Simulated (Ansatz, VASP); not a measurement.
## La4H in VASP and in Ansatz

```
La H
1.0
     6.92863   -1.90462   -0.02893
     6.92863    1.90462   -0.02893
    -3.09820    0.00000    5.83138
La H
4 1
Direct
  0.12187 0.12187 0.45083
  0.62223 0.62223 0.95583
  0.87813 0.87813 0.54917
  0.37777 0.37777 0.04417
  0.00000 0.00000 0.00000
```

Alike in both runs: functional PBE; k mesh 10 × 10 × 6; occupations fermi-dirac, width 0.15 eV; no spin polarisation.

Ansatz relaxed the structure, and its values are those at the end. VASP's run is a single point on that final structure, the one shown.

|  | VASP | Ansatz |
| --- | --- | --- |
| version | VASP 6.6.1 | Ansatz 0.2.0 |
| potentials or method | VASP PAW PBE potentials, release 64 (La, H), cutoff 520 eV | scalar-relativistic, plane waves, PAW |
| valence electrons in the cell | 45 | 45 |

```tsv
	VASP	Ansatz	Ansatz less VASP
gap on the k mesh at the Fermi level (eV)	none	none	-
pressure (GPa)	0.0	0.0	-0.03
```

A gap of «none» marks a metal or a gap that the smearing closes. With one functional, cell and mesh, what is left measures potentials, basis and numerics.

Neither program's run includes spin-orbit coupling.
